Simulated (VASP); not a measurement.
**KHBr: single point with PBE**

The system is KHBr.

```xyz
6
Lattice="4.4782 0.0000 0.0000 0.0000 4.4782 0.0000 0.0000 0.0000 7.3167" Properties=species:S:1:pos:R:3 pbc="T T T"
K     0.0000    2.2391    1.5731
K     2.2391    0.0000    5.7436
H     0.0000    0.0000    0.0000
H     2.2391    2.2391    0.0000
Br    0.0000    2.2391    4.7559
Br    2.2391    0.0000    2.5608
```

| Quantity | Value |
| --- | --- |
| Program | VASP 6.6.1 |
| Task | single point |
| Functional | PBE |
| Potentials or basis | VASP PAW PBE potentials, release 64 (K_sv, H, Br) |
| Cutoff | 520 eV |
| k mesh | 8 × 8 × 5 |
| Occupations | fermi-dirac, width 0.1 eV |
| Spin | no spin polarisation |

The pressure is 1.2 GPa. The largest force is 0.623 eV/Å. The band gap on the k mesh is zero (band 17 reaches -1.06 eV, above the bottom of band 18 at -1.62 eV).

Forces on the atoms (eV/Å):
```
K    0.000  0.000  0.065
K    0.000  0.000 -0.065
H    0.000  0.000  0.000
H    0.000  0.000  0.000
Br   0.000  0.000  0.623
Br   0.000  0.000 -0.623
```

Stress tensor (GPa, compression positive):
```
1.40 0.00 0.00
0.00 1.40 0.00
0.00 0.00 0.70
```

Levels at points of the mesh, in eV from the Fermi level:
```tsv
k point	band 13	band 14	band 15	band 16	band 17	band 18	band 19	band 20	band 21	band 22
(0.00, 0.00, 0.00)	-1.13	-0.88	-0.60	-0.37	-0.37	0.20	6.60	6.78	6.83	6.87
(0.50, 0.00, 0.00)	-1.34	-1.34	-0.85	-0.85	0.16	0.16	6.86	6.86	7.48	7.48
(0.50, 0.50, 0.00)	-1.09	-1.09	-0.69	-0.69	-0.38	-0.38	5.84	5.84	9.12	9.12
```

It took 4.4 min on 1 thread of Oxide Virtual Turin-like Processor, with other jobs on the host, peak memory 0.3 GiB.
